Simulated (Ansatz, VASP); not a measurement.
BN in VASP and in Ansatz

```xyz
4
Lattice="2.4193 0.0000 0.0000 -1.2096 2.0951 0.0000 0.0000 0.0000 4.0040" Properties=species:S:1:pos:R:3 pbc="T T T"
B     1.2096    0.6984    4.0029
B     0.0000    1.3968    2.0009
N     1.2096    0.6984    2.5036
N     0.0000    1.3968    0.5016
```

Alike in both runs: task single point; functional PBE; k mesh 12 × 12 × 8; occupations gaussian, width 0.05 eV; no spin polarisation.

|  | VASP | Ansatz |
| --- | --- | --- |
| version | VASP 6.6.1 | Ansatz 0.2.0 |
| potentials or method | VASP PAW PBE potentials, release 64 (B, N), cutoff 520 eV | scalar-relativistic, plane waves, PAW |
| valence electrons in the cell | 16 | 16 |

```tsv
	VASP	Ansatz	Ansatz less VASP
gap on the k mesh at the Fermi level (eV)	4.88	4.90	+0.025
rms of the force components (eV/Å)	0.075	0.074	-0.0010
```

Atom by atom the forces differ by 0.001 eV/Å (rms over components).
